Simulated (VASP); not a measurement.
A run of VASP 6.6.1:

File INCAR:

```
SYSTEM = Ti3N5
ALGO = Normal ; DIPOL = 0.5 0.5 0.349
EDIFF = 1E-7 ; ENCUT = 520
GGA = PE ; IDIPOL = 3
ISIF = 2 ; ISMEAR = 0
ISPIN = 2 ; LASPH = .True.
LCHARG = .False. ; LDIPOL = .True.
LMAXMIX = 4 ; LORBIT = 11
LREAL = .False. ; LWAVE = .False.
MAGMOM = 0 0 0 0 3 0 0 0 ; NBANDS = 44
NELM = 150 ; PREC = Accurate
SIGMA = 0.1
```

The input KPOINTS:

```
k-points
0
Gamma
  9 9 1
  0 0 0
```

The input POSCAR:

```
Ti3N5
1.0
    3.0028555063      0.0000000000      0.0000000000
   -1.5014277532      2.6005491524      0.0000000000
    0.0000000000      0.0000000000     24.1233847547
N Ti
5 3
Direct
    0.3333333333      0.6666666667      0.1658142106
    0.0000000000      0.0000000000      0.2674509120
    0.6666666667      0.3333333333      0.3654788005
    0.3333333333      0.6666666667      0.4611038156
    0.4444444444      0.5555555556      0.5684685169
    0.6666666667      0.3333333333      0.2166325614
    0.3333333333      0.6666666667      0.3190139885
    0.0000000000      0.0000000000      0.4290633808
```

Potentials or basis: VASP PAW PBE potentials, release 64 (N, Ti_sv).

The run is started by

```bash
$ cat potpaw_PBE.64/N/POTCAR potpaw_PBE.64/Ti_sv/POTCAR > POTCAR
$ mpirun -np 1 vasp_std > vasp.out
```

Hardware: 1 thread of Intel Xeon 8259CL, on a shared host.

Question: Estimate the wall time of this run.

Answer: It took 37 min on 1 thread of Intel Xeon 8259CL, on a shared host, peak memory 0.58 GiB. Counts: scf iterations 40, k points 25.
